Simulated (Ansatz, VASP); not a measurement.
Two plane-wave programs on Al3Cu2

File INCAR:

```
ALGO = Fast
EDIFF = 1E-6
ENCUT = 520
GGA = PS
ISIF = 2
ISMEAR = 0
LASPH = True
LCHARG = False
LREAL = False
LWAVE = False
NBANDS = 24
NELM = 60
PREC = Accurate
SIGMA = 0.15
```

The input KPOINTS:

```
k-points
0
Gamma
  12 12 10
```

POSCAR

```
Al3Cu2
1.0
    4.0985856014      0.0000000000      0.0000000000
   -2.0492928007      3.7624480054      0.0000000000
    0.0000000000      0.0000000000      4.9821008425
Al Cu
3 2
Direct
    0.0000000000      0.0000000000      0.0000000000
    0.3333333333      0.6666666667      0.3515059809
    0.6666666667      0.3333333333      0.6484940191
    0.3333333333      0.6666666667      0.8422899817
    0.6666666667      0.3333333333      0.1577100183
```

Input for Ansatz:

```yaml
crystal:
  lattice:
    - [4.0985856014, 0.0, 0.0]
    - [-2.0492928007, 3.7624480054, 0.0]
    - [0.0, 0.0, 4.9821008425]
  atoms:
    - { symbol: Al, position: [0.0, 0.0, 0.0] }
    - { symbol: Al, position: [0.3333333333, 0.6666666667, 0.3515059809] }
    - { symbol: Al, position: [0.6666666667, 0.3333333333, 0.6484940191] }
    - { symbol: Cu, position: [0.3333333333, 0.6666666667, 0.8422899817] }
    - { symbol: Cu, position: [0.6666666667, 0.3333333333, 0.1577100183] }
basis:
  ecutwfc: 420
kpoints:
  mp_grid: { grid: [12, 12, 10] }
hamiltonian:
  xc: pbesol
scf:
  occupations: { method: gaussian, width: 0.15 }
output:
  forces: true
  stress: true
  eigenvalues: true
```

Change from the starting cell: strain +0.0600 x Voigt [0, 1, 0, 0, 0, 0], atoms carried along.

Alike in both runs: task single point; functional PBEsol; k mesh 12 × 12 × 10; occupations gaussian, width 0.15 eV; no spin polarisation.

```csv
,VASP,Ansatz
version,VASP 6.6.1,Ansatz 0.2.0
potentials or method,"VASP PAW PBE potentials, release 64 (Al, Cu), cutoff 520 eV","scalar-relativistic, plane waves, PAW"
valence electrons in the cell,31,47
```

VASP gave:

```
gap on the k mesh at the Fermi level (eV)                     : none
pressure (GPa)                                                : -4.6
traceless stress, the component that is largest in VASP (GPa) : -4.27
rms of the force components (eV/Å)                            : 0.069
```

**Question.** Estimate Ansatz's values.

**Answer.** gap on the k mesh at the Fermi level (eV): none; pressure (GPa): -5.2; traceless stress, the component that is largest in VASP (GPa): -4.27; rms of the force components (eV/Å): 0.069.

VASP's potentials were made for PBE, not for PBEsol. Atom by atom the forces differ by 0.002 eV/Å (rms over components). A gap of «none» marks a metal or a gap that the smearing closes. VASP's potentials hold 31 valence electrons a cell and Ansatz's 47, so a difference there can come from the potentials and not from the codes.
